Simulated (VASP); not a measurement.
A run of VASP 6.6.1:

The input INCAR:

```
PREC = Accurate ; ENCUT = 520
EDIFF = 1E-6 ; ISMEAR = -1
SIGMA = 0.05 ; LREAL = F
LASPH = T ; NELM = 150
ALGO = Normal ; ISIF = 2
LWAVE = F ; LCHARG = T
LMAXMIX = 4 ; LDAU = T
LDAUTYPE = 2 ; LDAUL = 2 -1
LDAUU = 3 0 ; LDAUJ = 0 0
LDAUPRINT = 1 ; GGA = CA
LELF = T ; LVHAR = T
NBANDS = 15
```

Contents of KPOINTS:

```
regular mesh
0
Gamma
  10 10 10
```

The input POSCAR:

```
TiC
1.0
    3.0420900000      0.0000000000      0.0000000000
   -1.5210400000      2.6345200000      0.0000000000
    0.0000000000      0.0000000000      2.6979700000
Ti C
1 1
Direct
    0.0000000000      0.0000000000      0.5000000000
    0.3333300000      0.6666700000      0.0000000000
```

Potentials or basis: VASP PAW LDA potentials, release 64 (Ti_sv, C).

Command:

```console
$ cat potpaw_LDA.64/Ti_sv/POTCAR potpaw_LDA.64/C/POTCAR > POTCAR
$ mpirun -np 1 vasp_std > vasp.out
```

Hardware: 1 thread of Intel(R) Xeon(R) 6975P-C (Granite Rapids), with other jobs on the host.

Problem. Estimate the wall time of this run.

Solution. It took 16 s on 1 thread of Intel(R) Xeon(R) 6975P-C (Granite Rapids) (shared host), peak memory 0.17 GiB. Counts: scf iterations 15, k points 186.
